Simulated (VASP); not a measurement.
Crystal: InGa2O.

```
CELL_PARAMETERS angstrom
3.80603 0.00000 0.00000
0.00000 3.80603 0.00000
0.00000 0.00000 5.45730
ATOMIC_POSITIONS crystal
In 0.50000 0.50000 0.50000
Ga 0.00000 0.50000 0.24621
Ga 0.50000 0.00000 0.75379
O 0.00000 0.00000 0.00000
```

| Item | Value |
| --- | --- |
| Program | VASP 6.6.1 |
| Task | relaxation of cell and atoms |
| Functional | PBE |
| Potentials or basis | VASP PAW PBE potentials, release 64 (In_d, Ga_d, O) |
| Cutoff | 600 eV |
| k mesh | 4 × 4 × 4 |
| Occupations | gaussian, width 0.1 eV |
| Spin | no spin polarisation |

At the start: pressure 9.7 GPa; volume 19.76 Å³/atom.

Task: Where does the relaxation end?

Result: Over 46 steps the energy falls by 614.7 meV/atom and the volume is 18.68 Å³/atom (-5.5 %); space group P-4m2 (No. 115, to 0.05 Å).

The path:
| step | energy change (eV) | largest force (eV/Å) | pressure (GPa) | volume (Å³) |
| --- | --- | --- | --- | --- |
| 1 | 0.0000 | 4.4557 | 9.71 | 79.05 |
| 3 | -1.3125 | 1.1604 | -4.53 | 95.41 |
| 5 | -1.7922 | 0.2247 | 1.04 | 81.15 |
| 7 | -1.8132 | 0.0483 | 0.44 | 82.16 |
| 9 | -1.8210 | 0.1000 | -0.31 | 83.53 |
| 11 | -1.8657 | 0.3834 | 0.12 | 82.33 |
| 13 | -1.8650 | 0.5388 | 0.46 | 81.84 |
| 15 | -1.8740 | 0.4542 | 0.43 | 82.08 |
| 17 | -1.8846 | 0.4133 | 0.05 | 82.09 |
| 19 | -1.8911 | 0.2923 | -0.19 | 82.02 |
| 21 | -1.9005 | 0.0753 | -0.64 | 81.69 |
| 23 | -2.0095 | 2.2086 | -4.09 | 78.01 |
| 25 | -2.0526 | 1.6231 | -3.02 | 79.06 |
| 27 | -2.0563 | 1.5233 | -2.71 | 79.33 |
| 29 | -2.0579 | 1.6777 | -3.33 | 79.23 |
| 31 | -2.0627 | 1.6058 | -3.14 | 79.21 |
| 33 | -2.1016 | 1.5878 | -2.83 | 78.70 |
| 35 | -2.2571 | 1.4158 | -1.98 | 76.66 |
| 37 | -2.3070 | 0.3376 | 5.05 | 68.45 |
| 39 | -2.4371 | 0.3991 | 0.69 | 72.51 |
| 41 | -2.4525 | 0.1486 | -0.19 | 75.95 |
| 43 | -2.4583 | 0.0309 | 0.01 | 74.75 |
| 45 | -2.4583 | 0.0374 | 0.02 | 74.70 |
| 46 | -2.4588 | 0.0294 | -0.03 | 74.73 |

Final structure:
```
In Ga O
1.0
     3.03722    0.00000    0.00000
     0.00000    3.03722    0.00000
     0.00000    0.00000    8.10087
In Ga O
1 2 1
Cartesian
  1.5186 1.5186 4.0504
  0.0000 1.5186 1.3947
  1.5186 0.0000 6.7062
  0.0000 0.0000 0.0000
```

Caveat: the k points lie up to 0.52 Å⁻¹ apart in the final cell; an odd number of electrons without spin polarisation forces a metal; a magnetic or distorted state may lie lower.
